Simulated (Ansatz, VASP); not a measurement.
**Two plane-wave programs on Tl**

```
Tl
1.0
    -1.68357    1.68357    1.68357
     1.68357   -1.68357    1.68357
     1.68357    1.68357   -1.68357
Tl
1
Direct
  0.00000 0.00000 0.00000
```

Change from the starting cell: volume scaled by 0.7, PAW files.

Alike in both runs: task single point; functional LDA; k mesh 14 × 14 × 14; occupations fermi-dirac, width 0.1 eV; no spin polarisation.

|  | VASP | Ansatz |
| --- | --- | --- |
| version | VASP 6.6.1 | Ansatz 0.2.0 |
| potentials or method | VASP PAW LDA potentials, release 64 (Tl_d) | PAW with Ansatz's default frozen-core files, scalar-relativistic |
| plane-wave cutoff (eV) | 520 | 420 |
| valence electrons in the cell | 13 | 13 |

```tsv
	VASP	Ansatz	Ansatz less VASP
pressure (GPa)	41.2	40.7	-0.58
```

LDA's correlation is that of Perdew and Zunger in VASP and of Perdew and Wang (1992) in Ansatz. Both programs put the cell under a high pressure, so it lies far from rest at this level.

Neither program's run includes spin-orbit coupling.
